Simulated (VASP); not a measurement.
# CdI2 (P-3m1) in VASP: notebook

CdI2 is run at these levels: PBEsol; tasks: electric field gradients.

All numbers are computed with VASP 6.6.1; they aren't measurements. Logs are shortened: lines on timing, memory, paths and dates and some standing lists are left out, and cuts for length are marked.

**1. The cell of the first run**

The structure is trigonal, space group P-3m1 (No. 164). Conventional cell: a = 4.157 Å, b = 4.157 Å, c = 6.719 Å, α = 90.00°, β = 90.00°, γ = 120.00°. Within 3.9 Å of Cd (site symmetry -3m) lie 6 I at 2.93 Å. Within 3.9 Å of I (site symmetry 3m) lie 3 Cd at 2.93 Å.

**2. Electric field gradients, PBEsol (33.52 Å³/atom)**

INCAR

```
SYSTEM = CdI2
  ALGO = Normal
  EDIFF = 1E-8
  ENCUT = 400
  GGA = PS
  GGA_COMPAT = .FALSE.
  ISIF = 2
  ISMEAR = -1
  LASPH = .TRUE.
  LCHARG = .FALSE.
  LEFG = .TRUE.
  LREAL = .FALSE.
  LWAVE = .FALSE.
  NBANDS = 20
  NELM = 120
  PREC = Accurate
  SIGMA = 0.03
```

KPOINTS

```
k-points
0
G
  8 8 5
  0 0 0
```

POSCAR

```
CdI2
1.0
    4.1573626761      0.0000000000      0.0000000000
   -2.0786813380      3.6003816902      0.0000000000
    0.0000000000      0.0000000000      6.7189811197
Cd I
1 2
Direct
    0.0000000000      0.0000000000      0.0000000000
    0.3333333333      0.6666666667      0.2492000000
    0.6666666667      0.3333333333      0.7508000000
```

Potentials or basis: VASP PAW PBE potentials, release 64 (Cd, I).

Run with:

```console
> cat potpaw_PBE.64/Cd/POTCAR potpaw_PBE.64/I/POTCAR > POTCAR
> mpirun -np 1 vasp_std > vasp.out
```

OUTCAR:

```text
SYSTEM = CdI2
   EDIFF = 1E-8
   ENCUT = 400
   GGA = PS
   ISIF = 2
   ISMEAR = -1
   LASPH = .TRUE.
   LREAL = .FALSE.
   NELM = 120
   PREC = Accurate

 ion  position               nearest neighbor table
   1  0.000  0.000  0.000-   2 2.93   3 2.93   2 2.93   3 2.93   3 2.93   2 2.93
   2  0.333  0.667  0.249-   1 2.93   1 2.93   1 2.93
   3  0.667  0.333  0.751-   1 2.93   1 2.93   1 2.93

  LATTYP: Found a hexagonal cell.
 ALAT       =     4.1573626761
 C/A-ratio  =     1.6161642953

  Lattice vectors:

 A1 = (   4.1573626761,   0.0000000000,   0.0000000000)
 A2 = (  -2.0786813380,   3.6003816902,   0.0000000000)
 A3 = (   0.0000000000,   0.0000000000,   6.7189811197)

Analysis of symmetry for initial positions (statically):
=====================================================================
 Subroutine PRICEL returns:
 Original cell was already a primitive cell.

 Routine SETGRP: Setting up the symmetry group for a
 hexagonal supercell.

 Subroutine GETGRP returns: Found 12 space group operations
 (whereof 12 operations were pure point group operations)
 out of a pool of 24 trial point group operations.

The static configuration has the point symmetry D_3d.

Analysis of symmetry for dynamics (positions and initial velocities):
=====================================================================
 Subroutine PRICEL returns:
 Original cell was already a primitive cell.

 Routine SETGRP: Setting up the symmetry group for a
 hexagonal supercell.

 Subroutine GETGRP returns: Found 12 space group operations
 (whereof 12 operations were pure point group operations)
 out of a pool of 24 trial point group operations.

The dynamic configuration has the point symmetry D_3d.

 Subroutine INISYM returns: Found 12 space group operations
 (whereof 12 operations are pure point group operations),
 and found     1 'primitive' translations

----------------------------------------------------------------------------------------

                                     Primitive cell

  volume of cell :     100.5703

  direct lattice vectors                    reciprocal lattice vectors
     4.157362676  0.000000000  0.000000000     0.240537109  0.138874165  0.000000000
    -2.078681338  3.600381690  0.000000000     0.000000000  0.277748329  0.000000000
     0.000000000  0.000000000  6.718981120     0.000000000  0.000000000  0.148832090

  length of vectors
     4.157362676  4.157362676  6.718981120     0.277748329  0.277748329  0.148832090

  position of ions in fractional coordinates (direct lattice)
     0.000000000  0.000000000  0.000000000
     0.333333333  0.666666667  0.249200000
     0.666666667  0.333333333  0.750800000

  ion indices of the primitive-cell ions
   primitive index   ion index
                 1           1
                 2           2
                 3           3

----------------------------------------------------------------------------------------

 KPOINTS: k-points

Automatic generation of k-mesh.
 Grid dimensions read from file:
 generate k-points for:    8    8    5

 Generating k-lattice:

  Cartesian coordinates                     Fractional coordinates (reciprocal lattice)
     0.030067139  0.017359271  0.000000000     0.125000000  0.000000000  0.000000000
     0.000000000  0.034718541  0.000000000     0.000000000  0.125000000  0.000000000
     0.000000000  0.000000000  0.029766418     0.000000000  0.000000000  0.200000000

  Length of vectors
     0.034718541  0.034718541  0.029766418

  Shift w.r.t. Gamma in fractional coordinates (k-lattice)
     0.000000000  0.000000000  0.000000000

 Subroutine IBZKPT returns following result:
 ===========================================

 Found     40 irreducible k-points:

 Following reciprocal coordinates:
            Coordinates               Weight
  0.000000  0.000000  0.000000      1.000000
  0.125000  0.000000  0.000000      6.000000
  0.250000  0.000000  0.000000      6.000000
  0.375000 -0.000000  0.000000      6.000000
  0.500000  0.000000  0.000000      3.000000
  0.125000  0.125000  0.000000      6.000000
[... 16 lines left out ...]
 -0.125000  0.500000  0.200000     12.000000
  0.250000  0.250000  0.200000     12.000000
 [... further k-points ...]
   k-points           NKPTS =     40   k-points in BZ     NKDIM =     40   number of bands    NBANDS=     20
   number of dos      NEDOS =    301   number of ions     NIONS =      3
   total plane-waves  NPLWV =  37632
   dimension x,y,z NGX =    28 NGY =   28 NGZ =   48
   dimension x,y,z NGXF=    56 NGYF=   56 NGZF=   96
   ions per type =               1   2
   NGX,Y,Z   is equivalent  to a cutoff of  11.20, 11.20, 11.88 a.u.
   NGXF,Y,Z  is equivalent  to a cutoff of  22.39, 22.39, 23.75 a.u.
 SYSTEM =  CdI2
   PREC   = accura    normal or accurate (medium, high low for compatibility)
   ISTART =      0    job   : 0-new  1-cont  2-samecut
   ICHARG =      2    charge: 1-file 2-atom 10-const
   ISPIN  =      1    spin polarized calculation?
   LNONCOLLINEAR =      F non collinear calculations
   LSORBIT =      F    spin-orbit coupling
   LASPH  =      T    aspherical Exc in radial PAW
   ENCUT  =  400.0 eV  29.40 Ry    5.42 a.u.   6.78  6.78 10.96*2*pi/ulx,y,z
   NELM   =    120;   NELMIN=  2; NELMDL= -5     # of ELM steps
   EDIFF  = 0.1E-07   stopping-criterion for ELM
   LREAL  =      F    real-space projection
   EDIFFG = 0.1E-06   stopping-criterion for IOM
   NSW    =      0    number of steps for IOM
   IBRION =     -1    ionic relax: 0-MD 1-quasi-New 2-CG
   NFREE  =      0    steps in history (QN), initial steepest desc. (CG)
   ISIF   =      2    stress and relaxation
   ISYM   =      2    0-nonsym 1-usesym 2-fastsym
   POTIM  = 0.5000    time-step for ionic-motion
   TEBEG  =    0.0;   TEEND  =   0.0 temperature during run
   PSTRESS=    0.0 pullay stress
   NELECT =      26.0000    total number of electrons
   NUPDOWN=      -1.0000    fix difference up-down
   EMIN   =  10.00;   EMAX   =-10.00  energy-range for DOS
   EFERMI =   0.00;   METHOD = LEGACY
   ISMEAR =    -1;   SIGMA  =   0.03  broadening in eV -4-tet -1-fermi 0-gaus
   EFERMI_NEDOS =   21; number of points for ismear=-14 and -15
   IALGO  =     38    algorithm
   IMIX   =      4    mixing-type and parameters
     AMIX     =   0.40;   BMIX     =  1.00
     AMIX_MAG =   1.60;   BMIX_MAG =  1.00
  volume/ion in A,a.u.               =      33.52       226.23
  Fermi-wavevector in a.u.,A,eV,Ry     =   1.042900  1.970795 14.798245  1.087640
  Thomas-Fermi vector in A             =   2.177586
   LORBIT       =      0    0 simple, 1 ext, 2 COOP (PROOUT), +10 PAW based schemes
   GGA     = PS    functional components
   LHFCALC =     F    Hartree Fock is set to
   AEXX    =    0.0000 exact exchange contribution
   IVDW    =     0    specifies the selected vdW correction
   LEPSILON=     F    determine dielectric tensor
   LRPA    =     F    only Hartree local field effects (RPA)
 non-spin polarized calculation
  energy-cutoff  :      400.00
  volume of cell :      100.57
 maximum number of plane-waves:      1850
 NGX is ok and might be reduce to    28
   NGX = 13   NGY = 13   NGZ = 21

 number of electron      25.9999993 magnetization

 Free energy of the ion-electron system (eV)
  ---------------------------------------------------
  ext. energy  EPLUGINS =         0.00000000
  ---------------------------------------------------
  free energy    TOTEN  =        -6.33815328 eV

  energy without entropy =       -6.33815328  energy(sigma->0) =       -6.33815328

 E-fermi :   3.2333     XC(G=0):  -9.0386

 val. band max:        2.5513035804   @ k =   0.1250   0.0000   0.2000
 cond. band min:       4.8786033404   @ k =   0.5000   0.0000   0.4000
 fundamental gap:      2.3272997600
 Fermi energy:         3.2333472943

 k-point     1 :       0.0000    0.0000    0.0000
  band No.  band energies     occupation
      1      -9.9672      2.00000
      2      -9.1132      2.00000
      3      -5.1868      2.00000
      4      -5.1868      2.00000
      5      -5.0534      2.00000
      6      -4.9369      2.00000
[... 12 lines left out ...]
     19      11.6710      0.00000
     20      11.6710      0.00000

 k-point     2 :       0.1250    0.0000    0.0000
  band No.  band energies     occupation
      1      -9.8770      2.00000
      2      -9.1013      2.00000
      3      -5.1719      2.00000
      4      -5.1424      2.00000
      5      -5.0313      2.00000
      6      -4.9422      2.00000
[... 12 lines left out ...]
     19      10.9108      0.00000
     20      11.4811      0.00000

 k-point     3 :       0.2500    0.0000    0.0000
  band No.  band energies     occupation
      1      -9.6385      2.00000
      2      -9.0775      2.00000
      3      -5.1467      2.00000
      4      -5.0600      2.00000
      5      -4.9678      2.00000
      6      -4.9315      2.00000
[... 12 lines left out ...]
     19      10.4048      0.00000
     20      11.5714      0.00000

 k-point     4 :       0.3750   -0.0000    0.0000
  band No.  band energies     occupation
      1      -9.3504      2.00000
      2      -9.0741      2.00000
      3      -5.1379      2.00000
      4      -5.0524      2.00000
      5      -4.9426      2.00000
      6      -4.8795      2.00000
[... 12 lines left out ...]
     19      11.3426      0.00000
     20      11.8572      0.00000

 k-point     5 :       0.5000    0.0000    0.0000
  band No.  band energies     occupation
      1      -9.1515      2.00000
      2      -9.1411      2.00000
      3      -5.1384      2.00000
      4      -5.0643      2.00000
      5      -4.9359      2.00000
      6      -4.8588      2.00000
[... 12 lines left out ...]
     19      11.7756      0.00000
     20      12.2147      0.00000
[... 353 lines left out ...]
      6      -4.9057      2.00000
[... 12 lines left out ...]
     19      10.2000      0.00000
     20      11.5337      0.00000

 k-point    22 :       0.3750    0.1250    0.2000
  band No.  band energies     occupation
      1      -9.1668      2.00000
      2      -9.1266      2.00000
      3      -5.1118      2.00000
      4      -5.0401      2.00000
      5      -4.9285      2.00000
      6      -4.8756      2.00000
[... 12 lines left out ...]
     19      11.6064      0.00000
     20      12.4529      0.00000

 k-point    23 :      -0.1250    0.5000    0.2000
  band No.  band energies     occupation
      1      -9.2226      2.00000
      2      -9.0663      2.00000
      3      -5.1102      2.00000
      4      -5.0421      2.00000
      5      -4.9316      2.00000
      6      -4.8762      2.00000
[... 12 lines left out ...]
     19      11.4823      0.00000
     20      12.0373      0.00000

 k-point    24 :       0.2500    0.2500    0.2000
  band No.  band energies     occupation
      1      -9.2161      2.00000
      2      -9.0776      2.00000
      3      -5.0794      2.00000
      4      -5.0028      2.00000
      5      -4.9385      2.00000
      6      -4.8768      2.00000
[... 12 lines left out ...]
     19      10.1936      0.00000
     20      11.6307      0.00000

 [... further k-points ...]
[... 5 lines left out ...]
  --------------------------------------------------------------------------------------
  -------------------------------------------------------------------------------------
  Total        1.2139360      1.2139360      1.2658092      0.0000000      0.0000000     -0.0000000
  in kB       19.3391106     19.3391106     20.1654983      0.0000000      0.0000000     -0.0000000
  external PRESSURE =      19.6145732 kB  Pullay stress =       0.0000000 kB

 VOLUME and BASIS-vectors are now :
 -----------------------------------------------------------------------------
  energy-cutoff  :      400.00
  volume of cell :      100.57
      direct lattice vectors                 reciprocal lattice vectors
     4.157362676  0.000000000  0.000000000     0.240537109  0.138874165  0.000000000
    -2.078681338  3.600381690  0.000000000     0.000000000  0.277748329  0.000000000
     0.000000000  0.000000000  6.718981120     0.000000000  0.000000000  0.148832090

 POSITION                                       TOTAL-FORCE (eV/Angst)
 -----------------------------------------------------------------------------------
      0.00000      0.00000      0.00000         0.000000      0.000000      0.000000
     -0.00000      2.40025      1.67437         0.000000     -0.000000      0.308118
      2.07868      1.20013      5.04461        -0.000000      0.000000     -0.308118
 -----------------------------------------------------------------------------------
    total drift:                               -0.000000      0.000000      0.000000

  FREE ENERGIE OF THE ION-ELECTRON SYSTEM (eV)
  ---------------------------------------------------
  free  energy   TOTEN  =        -6.3381532796 eV

  energy  without entropy=       -6.3381532796  energy(sigma->0) =       -6.33815328

 Electric field gradients (V/A^2)
---------------------------------------------------------------------
 ion       V_xx      V_yy      V_zz      V_xy      V_xz      V_yz
---------------------------------------------------------------------
   1      -0.934    -0.938     1.871    -0.003     0.000    -0.000
   2      28.353    28.353   -56.706    -0.000    -0.000     0.000
   3      28.353    28.353   -56.706    -0.000    -0.000     0.000
---------------------------------------------------------------------

 Electric field gradients after diagonalization (V/A^2)
 (convention: |V_zz| > |V_xx| > |V_yy|)
----------------------------------------------------------------------
 ion       V_xx      V_yy      V_zz     asymmetry (V_yy - V_xx)/ V_zz
----------------------------------------------------------------------
   1      -0.940    -0.932     1.871       0.004
   2      28.354    28.353   -56.706       0.000
   3      28.354    28.353   -56.706       0.000
----------------------------------------------------------------------

           NMR quadrupolar parameters

 Cq : quadrupolar parameter    Cq=e*Q*V_zz/h
 eta: asymmetry parameters     (V_yy - V_xx)/ V_zz
 Q  : nuclear electric quadrupole moment in mb (millibarn)
----------------------------------------------------------------------
 ion       Cq(MHz)       eta       Q (mb)
----------------------------------------------------------------------
   1       0.005       0.004       1.000
   2      -0.137       0.000       1.000
   3      -0.137       0.000       1.000
----------------------------------------------------------------------
```

Run time: 88 s. Hardware: 1 thread of Intel Xeon 8259CL, shared host; peak memory 0.21 GiB.

What came out:

```yaml
Free_energy: -6.3382 eV
Pressure: 2.0 GPa
Largest_force: 0.308 eV/Å
Band_gap_on_the_k_mesh: 2.33 eV (least direct gap 2.73 eV)
Largest_electric_field_gradient_by_atom: Cd +1.9; I -56.7 V/Å²
```

Forces in eV/Å, atoms in the order of the input:
```
Cd   0.000  0.000  0.000
I    0.000  0.000  0.308
I    0.000  0.000 -0.308
```

Electric field gradients, principal values (V/Å²):
```tsv
atom	least	middle	greatest (by size)
1 Cd	-0.932	-0.940	1.871
2 I	28.353	28.354	-56.706
3 I	28.353	28.354	-56.706
```

Caveat: without QUAD_EFG the Cq values of the log hold for a quadrupole moment of 1 mb, not for the nuclei; the PAW data sets were made with another functional, which shifts forces and pressure a little; spin-orbit coupling is left out, which moves the levels of the heavy elements; an odd mesh through Γ misses points on the zone boundary, where band edges can lie; this functional lacks dispersion, which binds the layers, so the pressure and a relaxed spacing across them are unreliable.

[end of part 1 of 3]
